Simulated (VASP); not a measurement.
Write the native input for VASP 6.6.1 that does the following.

```
Task                   : single point
Functional             : PBE
Potentials or basis    : VASP PAW PBE potentials, release 64 (Be, B, Cl)
Cutoff                 : 520 eV
k mesh                 : 15 × 15 × 4
Occupations            : gaussian, width 0.1 eV
Spin                   : no spin polarisation
Dipole correction      : no
Further INCAR settings : ALGO = Normal; EDIFF = 1e-06; NBANDS = 18
```

The structure of Be2BCl2 lies in POSCAR:

```
Be2BCl2
1.0
    2.9977763569      0.0000000000      0.0000000000
   -1.4988881785      2.5961504799      0.0000000000
    0.0000000000      0.0000000000     12.8725713586
Be B Cl
2 1 2
Direct
    0.6666666667      0.3333333333      0.4221124334
    0.3333333333      0.6666666667      0.5778875666
    0.0000000000      0.0000000000      0.0000000000
    0.3333333333      0.6666666667      0.3235355779
    0.6666666667      0.3333333333      0.6764644221
```

The cell was generated, and may not be a known phase.

The input as run:

INCAR

```
SYSTEM = Be2BCl2
PREC     = Accurate       ! precision mode
ENCUT    = 520            ! plane-wave cutoff, eV
EDIFF    = 1E-6           ! SCF threshold, eV
ISMEAR   = 0              ! smearing method
SIGMA    = 0.1            ! smearing width, eV
LREAL    = .False.        ! projectors in reciprocal space
LASPH    = .True.         ! aspherical terms in the spheres
NELM     = 80             ! most SCF steps
ALGO     = Normal         ! electronic algorithm
ISIF     = 2              ! what is computed and relaxed
LWAVE    = .False.        ! write WAVECAR
LCHARG   = .False.        ! write CHGCAR
GGA      = PE             ! functional
NBANDS   = 18             ! bands
```

KPOINTS

```
Automatic mesh
0
Gamma
  15 15 4
  0 0 0
```

Potentials or basis: VASP PAW PBE potentials, release 64 (Be, B, Cl).

The run is started by

```bash
$ cat potpaw_PBE.64/Be/POTCAR potpaw_PBE.64/B/POTCAR potpaw_PBE.64/Cl/POTCAR > POTCAR
$ mpirun -np 1 vasp_std > vasp.out
```

It gave:

* Pressure: 0.0 GPa
* Largest force: 0.011 eV/Å
* Band gap on the k mesh: zero (an odd number of electrons rules out a gap without spin polarisation)

Caveat: this functional lacks dispersion, which binds layers or chains, so the pressure and a relaxed spacing across them are unreliable; an odd number of electrons without spin polarisation forces a metal; a magnetic or distorted state may lie lower.

It took 100 s on 1 thread of AMD EPYC 9R45 96-Core Processor (Zen 5) (shared host), peak memory 0.3 GiB.
